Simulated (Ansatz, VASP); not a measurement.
Two plane-wave programs on KF

File INCAR:

```
ALGO = Normal ; EDIFF = 1E-6
ENCUT = 600 ; GGA = RP
GGA_COMPAT = False ; ISIF = 2
ISMEAR = 0 ; LASPH = True
LCHARG = False ; LREAL = False
LWAVE = False ; NBANDS = 15
NELM = 120 ; PREC = Accurate
SIGMA = 0.1
```

Contents of KPOINTS:

```
k-points
0
Gamma
  6 6 6
```

POSCAR

```
KF
1.0
    0.0000000000      2.6544134050      2.6544134050
    2.6544134050      0.0000000000      2.6544134050
    2.6544134050      2.6544134050      0.0000000000
K F
1 1
Direct
    0.0000000000      0.0000000000      0.0000000000
    0.5000000000      0.5000000000      0.5000000000
```

Input for Ansatz:

```yaml
crystal:
  lattice:
    - [0.0, 2.654413405, 2.654413405]
    - [2.654413405, 0.0, 2.654413405]
    - [2.654413405, 2.654413405, 0.0]
  atoms:
    - { symbol: K, position: [0.0, 0.0, 0.0] }
    - { symbol: F, position: [0.5, 0.5, 0.5] }
basis: {}
kpoints:
  mp_grid: { grid: [6, 6, 6] }
hamiltonian:
  xc: rpbe
  pseudopotentials: { kind: paw, source: ansatz }
scf:
  occupations: { method: gaussian, width: 0.1 }
  mixing: { algorithm: broyden, beta: 0.33 }
  initial_density: { chi_scale: 0, normalization: atom }
  convergence: { dr2_threshold: "1e-10 eV" }
  max_iter: 61
output:
  forces: true
  stress: true
  eigenvalues: true
```

Alike in both runs: task single point; functional RPBE; k mesh 6 × 6 × 6; occupations gaussian, width 0.1 eV; no spin polarisation.

|  | VASP | Ansatz |
| --- | --- | --- |
| version | VASP 6.6.1 | Ansatz 0.2.0 |
| potentials or method | VASP PAW PBE potentials, release 64 (K_sv, F) | scalar-relativistic, plane waves, PAW (harder set) |
| plane-wave cutoff (eV) | 600 | 1050 |
| valence electrons in the cell | 16 | 16 |

Ansatz gave:

| Property | Result |
| --- | --- |
| gap on the k mesh at the Fermi level (eV) | 6.62 |
| least direct gap on the mesh (eV) | 6.62 |
| pressure (GPa) | 4.9 |

Q: Estimate VASP's values.

A: gap on the k mesh at the Fermi level (eV): 6.61; least direct gap on the mesh (eV): 6.61; pressure (GPa): 4.9.

VASP's potentials were made for PBE, not for RPBE.
